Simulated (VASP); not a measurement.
Set up this calculation in VASP 6.6.1, as the native input.

| Quantity | Value |
| --- | --- |
| Task | relaxation of cell and atoms |
| Functional | r2SCAN |
| Potentials or basis | VASP PAW PBE potentials, release 64 (Ni) |
| Cutoff | 660 eV |
| k mesh | 21 × 21 × 21 |
| Occupations | fermi-dirac, width 0.1 eV |
| Spin | collinear spin, ferromagnetic start |
| Starting moments | [1.0] μB |
| Dipole correction | no |
| Further INCAR settings | ALGO = Normal; EDIFF = 1e-07; IBRION = 2; EDIFFG = -0.005; NSW = 60; ISIF = 3 |

Ni:

```
Ni
1.0
     0.00000    1.73807    1.73807
     1.73807    0.00000    1.73807
     1.73807    1.73807    0.00000
Ni
1
Direct
  0.00000 0.00000 0.00000
```

These files were run (other wordings do the same):

POSCAR

```
Ni
1.0
    0.0000000000      1.7380684957      1.7380684957
    1.7380684957      0.0000000000      1.7380684957
    1.7380684957      1.7380684957      0.0000000000
Ni
1
Direct
    0.0000000000      0.0000000000      0.0000000000
```

INCAR.step1

```
SYSTEM = Ni
PREC = Accurate ; ENCUT = 660
ISMEAR = -1 ; SIGMA = 0.1
LREAL = .False. ; LASPH = .True.
NELM = 200 ; ISPIN = 2
MAGMOM = 1 ; LMAXMIX = 4
GGA = PE ; ALGO = Normal
EDIFF = 1E-5 ; LWAVE = .True.
LCHARG = .False. ; GGA_COMPAT = .False.
IBRION = 2 ; ISIF = 3
EDIFFG = -0.005 ; NELMIN = 4
NSW = 100
```

INCAR.step2

```
SYSTEM = Ni
PREC = Accurate ; ENCUT = 660
EDIFF = 1E-7 ; ISMEAR = -1
SIGMA = 0.1 ; LREAL = .False.
LASPH = .True. ; NELM = 200
ALGO = Normal ; ISIF = 3
LWAVE = .False. ; LCHARG = .False.
ISPIN = 2 ; MAGMOM = 1
LORBIT = 11 ; LMAXMIX = 4
METAGGA = R2SCAN ; LMIXTAU = .True.
IBRION = 2 ; NSW = 60
EDIFFG = -0.005 ; ISTART = 1
GGA_COMPAT = .False. ; NELMIN = 4
```

KPOINTS

```
regular mesh
0
Gamma
  21 21 21
  0 0 0
```

Potentials or basis: VASP PAW PBE potentials, release 64 (Ni).

Launch:

```bash
$ cat potpaw_PBE.64/Ni/POTCAR > POTCAR
$ cp INCAR.step1 INCAR
$ mpirun -np 1 vasp_std > vasp.out
$ cp INCAR.step2 INCAR
$ mpirun -np 1 vasp_std > vasp.out
```

Results of the run:

```json
{
  "Relaxed volume": "10.54 Å³/atom",
  "Relaxed cell": "a = 2.461 Å, b = 2.461 Å, c = 2.461 Å, α = 60.00°, β = 60.00°, γ = 60.00°",
  "Space group after relaxing (to 0.1 Å)": "Fm-3m (No. 225)",
  "Energy gained by relaxing": "0.1 meV/atom",
  "Ionic steps": "3",
  "Pressure after relaxing": "-0.1 GPa",
  "Net moment": "0.71 μB per cell",
  "Site moments": "Ni +0.73 μB",
  "Valence electrons inside the program's atomic spheres": "Ni 9.40"
}
```

Caveat: the PAW data sets were made with another functional, which shifts forces and pressure a little.

Wall time 22 min on 1 thread of Oxide Virtual Turin-like Processor, on a shared host, peak memory 0.19 GiB.
